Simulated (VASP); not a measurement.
# CsZn4Mo (P4/mmm) in VASP: a series of runs, part 2 of 2

VASP 6.6.1.

**4. Relaxation of cell and atoms, PBE**

This run uses another cell than the first one, of 19.03 Å³/atom.

INCAR reads:

```
PREC = Accurate
ENCUT = 600
EDIFF = 1E-6
ISMEAR = 0
SIGMA = 0.1
LREAL = F
LASPH = T
NELM = 80
ALGO = Fast
ISIF = 3
LWAVE = F
LCHARG = F
GGA = PE
IBRION = 2
NSW = 90
EDIFFG = -0.04
```

KPOINTS reads:

```
regular mesh
0
Gamma
  4 4 4
```

POSCAR reads:

```
CsZn4Mo
1.0
    4.2079995600      0.0000000000      0.0000000000
    0.0000000000      4.2079995600      0.0000000000
    0.0000000000      0.0000000000      6.4486992300
Cs Zn Mo
1 4 1
Direct
    0.0000000000      0.0000000000      0.0000000000
    0.5000000000      0.0000000000      0.7141391600
    0.0000000000      0.5000000000      0.2858608400
    0.5000000000      0.0000000000      0.2858608400
    0.0000000000      0.5000000000      0.7141391600
    0.5000000000      0.5000000000      0.5000000000
```

Potentials or basis: VASP PAW PBE potentials, release 64 (Cs_sv, Zn, Mo_sv).

Started as:

```console
cat potpaw_PBE.64/Cs_sv/POTCAR potpaw_PBE.64/Zn/POTCAR potpaw_PBE.64/Mo_sv/POTCAR > POTCAR
mpirun -np 1 vasp_std > vasp.out
```

OUTCAR:

```text
PREC = Accurate
   ENCUT = 600
   EDIFF = 1E-6
   ISMEAR = 0
   LREAL = F
   LASPH = T
   NELM = 80
   ISIF = 3
   GGA = PE
   IBRION = 2
   NSW = 90
   EDIFFG = -0.04

 ion  position               nearest neighbor table
   1  0.000  0.000  0.000-   2 2.80   3 2.80   4 2.80   5 2.80   3 2.80   5 2.80   2 2.80   4 2.80

   2  0.500  0.000  0.714-   6 2.52   6 2.52   4 2.76   1 2.80   1 2.80   5 2.98   5 2.98   5 2.98
                             5 2.98
   3  0.000  0.500  0.286-   6 2.52   6 2.52   5 2.76   1 2.80   1 2.80   4 2.98   4 2.98   4 2.98
                             4 2.98
   4  0.500  0.000  0.286-   6 2.52   6 2.52   2 2.76   1 2.80   1 2.80   3 2.98   3 2.98   3 2.98
                             3 2.98
   5  0.000  0.500  0.714-   6 2.52   6 2.52   3 2.76   1 2.80   1 2.80   2 2.98   2 2.98   2 2.98
                             2 2.98
   6  0.500  0.500  0.500-   2 2.52   3 2.52   4 2.52   5 2.52   2 2.52   4 2.52   3 2.52   5 2.52

  LATTYP: Found a simple tetragonal cell.
[... 1124 lines left out ...]
--------------------------------------- Ionic step        9  -------------------------------------------

 number of electron      70.9999950 magnetization

------------------------ aborting loop because EDIFF is reached ----------------------------------------
[... 75 lines left out ...]
--------------------------------------- Ionic step       11  -------------------------------------------

 number of electron      70.9999952 magnetization

 Free energy of the ion-electron system (eV)
  ---------------------------------------------------
  ext. energy  EPLUGINS =         0.00000000
  ---------------------------------------------------
  free energy    TOTEN  =       -13.68080904 eV

  energy without entropy =      -13.66525523  energy(sigma->0) =      -13.67303214

 E-fermi :   2.5156     XC(G=0):  -8.9896

 val. band max:        2.5066815372   @ k =   0.2500   0.2500   0.0000
 cond. band min:       2.6125462277   @ k =   0.5000   0.0000   0.0000
 fundamental gap:      0.1058646905
 Fermi energy:         2.5155908448

 k-point     1 :       0.0000    0.0000    0.0000
  band No.  band energies     occupation
      1     -58.0449      2.00000
      2     -32.3072      2.00000
      3     -32.1492      2.00000
      4     -32.1492      2.00000
      5     -21.0228      2.00000
      6      -7.9262      2.00000
[... 832 lines left out ...]
  FREE ENERGIE OF THE ION-ELECTRON SYSTEM (eV)
  ---------------------------------------------------
  free  energy   TOTEN  =       -13.6808090420 eV

  energy  without entropy=      -13.6652552313  energy(sigma->0) =      -13.67303214

 reached required accuracy - stopping structural energy minimisation
```

OSZICAR:

```text
N       E                     dE             d eps       ncg     rms          rms(c)
DAV:   1     0.738161794708E+03    0.73816E+03   -0.38762E+04  1544   0.252E+03
[... 134 lines left out ...]
RMM:   4    -0.136826135450E+02    0.39358E-02   -0.24233E-02  1604   0.619E-01    0.386E-01
RMM:   5    -0.136808953309E+02    0.17182E-02   -0.34973E-03  1588   0.293E-01    0.172E-01
RMM:   6    -0.136808857704E+02    0.95605E-05   -0.19479E-03  1573   0.198E-01    0.734E-02
RMM:   7    -0.136808052647E+02    0.80506E-04   -0.28914E-04  1563   0.848E-02    0.136E-02
RMM:   8    -0.136808114411E+02   -0.61763E-05   -0.72312E-05  1569   0.394E-02    0.167E-02
RMM:   9    -0.136808091149E+02    0.23261E-05   -0.14443E-05  1407   0.216E-02    0.623E-03
RMM:  10    -0.136808090420E+02    0.72943E-07   -0.51044E-06  1065   0.106E-02
  11 F= -.13680809E+02 E0= -.13673032E+02  d E =-.518352E-02
```

CONTCAR:

```text
CsZn4Mo
   1.00000000000000
     4.3440917385206497    0.0000000000000000   -0.0000000000000000
     0.0000000000000000    4.3440917385206497   -0.0000000000000000
    -0.0000000000000000   -0.0000000000000000    8.7477395144541390
  Cs              Zn              Mo
     1     4     1
Direct
     0.0000000000000000    1.0000000000000000    1.0000000000000000
     0.5000000000000000    1.0000000000000000    0.6551304861399302
     0.0000000000000000    0.5000000000000000    0.3448695138600698
     0.5000000000000000    0.0000000000000000    0.3448695138600698
     0.0000000000000000    0.5000000000000000    0.6551304861399302
     0.5000000000000000    0.5000000000000000    0.5000000000000000

  0.00000000E+00  0.00000000E+00  0.00000000E+00
  0.00000000E+00  0.00000000E+00  0.00000000E+00
  0.00000000E+00  0.00000000E+00  0.00000000E+00
  0.00000000E+00  0.00000000E+00  0.00000000E+00
  0.00000000E+00  0.00000000E+00  0.00000000E+00
  0.00000000E+00  0.00000000E+00  0.00000000E+00
```

It took 25 min on 1 thread of Oxide Virtual Turin-like, shared host; peak memory 0.29 GiB.

Results:

- Free energy: -13.6808 eV
- Relaxed volume: 27.51 Å³/atom
- Relaxed cell: a = 4.344 Å, b = 4.344 Å, c = 8.748 Å, α = 90.00°, β = 90.00°, γ = 90.00°
- Space group after relaxing (to 0.1 Å): P4/mmm (No. 123)
- Energy gained by relaxing: 607.8 meV/atom
- Ionic steps: 11
- Pressure after relaxing: 0.0 GPa
- Largest force after relaxing: 0.036 eV/Å
- Band gap on the k mesh: zero (an odd number of electrons rules out a gap without spin polarisation)

Forces on the atoms (eV/Å):
```
Cs   0.000  0.000  0.000
Zn   0.000  0.000  0.036
Zn   0.000  0.000 -0.036
Zn   0.000  0.000 -0.036
Zn   0.000  0.000  0.036
Mo   0.000  0.000  0.000
```

Step by step:
```
step  energy change (eV)  largest force (eV/Å)  pressure (GPa)  volume (Å³)
   1              0.0000                1.0179           18.05       114.19
   2             -1.8625                1.5892           -1.68       153.30
   3             -1.8624                1.5867           -1.56       152.67
   4             -2.4718                1.3345           -1.38       153.95
   5             -3.5566                0.0418            1.19       156.78
   6             -3.5678                0.3427            2.29       157.19
   7             -3.5738                0.2248            1.92       157.08
   8             -3.6314                0.0755           -1.01       170.05
   9             -3.6418                0.0051           -0.33       166.14
  10             -3.6417                0.0092           -0.26       165.96
  11             -3.6469                0.0362           -0.02       165.08
```

Final structure:
```yaml
crystal:
  lattice:
    - [4.34409, 0.00000, 0.00000]
    - [0.00000, 4.34409, 0.00000]
    - [0.00000, 0.00000, 8.74774]
  atoms:
    - { symbol: Cs, position: [0.00000, 0.00000, 0.00000] }
    - { symbol: Zn, position: [0.50000, 0.00000, 0.65513] }
    - { symbol: Zn, position: [0.00000, 0.50000, 0.34487] }
    - { symbol: Zn, position: [0.50000, 0.00000, 0.34487] }
    - { symbol: Zn, position: [0.00000, 0.50000, 0.65513] }
    - { symbol: Mo, position: [0.50000, 0.50000, 0.50000] }
```

Levels at points of the mesh, in eV from the Fermi level:
| k point | band 31 | band 32 | band 33 | band 34 | band 35 | band 36 | band 37 | band 38 | band 39 | band 40 |
| --- | --- | --- | --- | --- | --- | --- | --- | --- | --- | --- |
| (0.00, 0.00, 0.00) | -3.31 | -2.47 | -1.49 | -1.49 | 0.18 | 0.33 | 0.89 | 0.89 | 0.97 | 1.71 |
| (0.50, 0.00, 0.00) | -3.66 | -3.23 | -1.72 | -1.03 | -0.64 | 0.10 | 0.13 | 1.36 | 1.90 | 2.22 |
| (0.50, 0.50, 0.00) | -3.00 | -3.00 | -2.83 | -2.65 | -0.23 | -0.08 | 0.31 | 0.53 | 0.87 | 0.87 |
| (0.00, 0.00, 0.50) | -3.31 | -1.79 | -1.46 | -1.46 | 0.18 | 0.20 | 0.59 | 0.70 | 0.70 | 1.75 |
| (0.50, 0.00, 0.50) | -3.98 | -2.90 | -1.89 | -1.04 | -0.65 | 0.11 | 0.45 | 1.13 | 1.48 | 1.96 |
| (0.50, 0.50, 0.50) | -2.82 | -2.82 | -2.66 | -2.57 | -0.72 | -0.21 | -0.08 | 0.31 | 0.66 | 0.66 |

Caveat: the k points lie up to 0.36 Å⁻¹ apart in the final cell, too coarse for converged energies and pressures of a metal; the volume moved by over 15 % at a fixed basis, so the end points are rough; spin-orbit coupling is left out, which moves the levels of the heavy elements.

**5. Single point, PBE**

This run uses another cell than the first one, of 27.69 Å³/atom.

INCAR reads:

```
SYSTEM = CsZn4Mo
PREC = Accurate
ENCUT = 520
EDIFF = 1E-6
ISMEAR = 0
SIGMA = 0.1
LREAL = .False.
LASPH = .True.
NELM = 80
ALGO = Fast
ISIF = 2
LWAVE = .False.
LCHARG = .True.
GGA = PE
LELF = .True.
LVHAR = .True.
NBANDS = 44
```

KPOINTS reads:

```
regular mesh
0
Gamma
  10 10 4
  0 0 0
```

POSCAR reads:

```
CsZn4Mo
1.0
    4.3258317114      0.0000000000      0.0000000000
    0.0000000000      4.3258317114      0.0000000000
    0.0000000000      0.0000000000      8.8787384884
Cs Zn Mo
1 4 1
Direct
    0.0000000000      0.0000000000      0.0000000000
    0.5000000000      0.0000000000      0.6541600160
    0.0000000000      0.5000000000      0.3458399840
    0.5000000000      0.0000000000      0.3458399840
    0.0000000000      0.5000000000      0.6541600160
    0.5000000000      0.5000000000      0.5000000000
```

Started as:

```console
cat potpaw_PBE.64/Cs_sv/POTCAR potpaw_PBE.64/Zn/POTCAR potpaw_PBE.64/Mo_sv/POTCAR > POTCAR
mpirun -np 1 vasp_std > vasp.out
```

Run time: 10 min. Hardware: 1 thread of Oxide Virtual Turin-like, shared host; peak memory 0.5 GiB.

It converged, with:

| Quantity | Value |
| --- | --- |
| Free energy | -13.7216 eV |
| Pressure | 0.2 GPa |
| Largest force | 0.024 eV/Å |
| Band gap on the k mesh | zero (an odd number of electrons rules out a gap without spin polarisation) |

Forces on the atoms (eV/Å):
```
Cs   0.000  0.000  0.000
Zn   0.000  0.000  0.024
Zn   0.000  0.000 -0.024
Zn   0.000  0.000 -0.024
Zn   0.000  0.000  0.024
Mo   0.000  0.000  0.000
```

Levels at points of the mesh, in eV from the Fermi level:
```csv
k point,band 33,band 34,band 35,band 36,band 37,band 38
"(0.00, 0.00, 0.00)",-1.37,-1.37,0.30,0.36,1.03,1.03
"(0.50, 0.00, 0.00)",-1.62,-0.91,-0.52,0.18,0.27,1.41
"(0.50, 0.50, 0.00)",-2.73,-2.55,-0.17,0.06,0.46,0.54
"(0.00, 0.00, 0.50)",-1.35,-1.35,0.20,0.30,0.74,0.85
"(0.50, 0.00, 0.50)",-1.79,-0.91,-0.53,0.26,0.51,1.18
"(0.50, 0.50, 0.50)",-2.57,-2.48,-0.64,-0.15,0.06,0.47
```

Caveat: spin-orbit coupling is left out, which moves the levels of the heavy elements.

**6. The runs side by side**

| task | cell | k mesh | cutoff (eV) | gap on the mesh (eV) | pressure (GPa) | largest force (eV/Å) |
| --- | --- | --- | --- | --- | --- | --- |
| single point | a = 4.320, b = 4.320, c = 8.826 Å, 6 atoms, atomic positions A | 4 × 4 × 4 | 520 | none | 0.2 | 0.03 |
| single point | a = 4.208, b = 4.208, c = 6.449 Å, 6 atoms, atomic positions B | 4 × 4 × 4 | 520 | none | 18.1 | 1.02 |
| relaxation of cell and atoms | relaxed from a = 4.208, b = 4.208, c = 6.449 Å, 6 atoms, atomic positions B | 4 × 4 × 4 | 600 | none | 0.0 | 0.04 |
| single point | a = 4.326, b = 4.326, c = 8.879 Å, 6 atoms, atomic positions C | 10 × 10 × 4 | 520 | none | 0.2 | 0.02 |

Alike in all rows: level PBE; potentials or basis VASP PAW PBE potentials, release 64 (Cs_sv, Zn, Mo_sv); no spin polarisation; smearing gaussian 0.1 eV.

Caveats: some runs use coarse meshes; spin-orbit coupling is left out, which moves the levels of the heavy elements; forces of over 1 eV/Å act on the atoms, so gaps and moduli don't describe the material at rest (at least some runs); the volume moved by over 15 % at a fixed basis, so the end points are rough (at least some runs).

Absolute energies hang on the potentials; compare differences alone.

The gap in the log of VASP goes by the Fermi energy; the results here count the filled bands.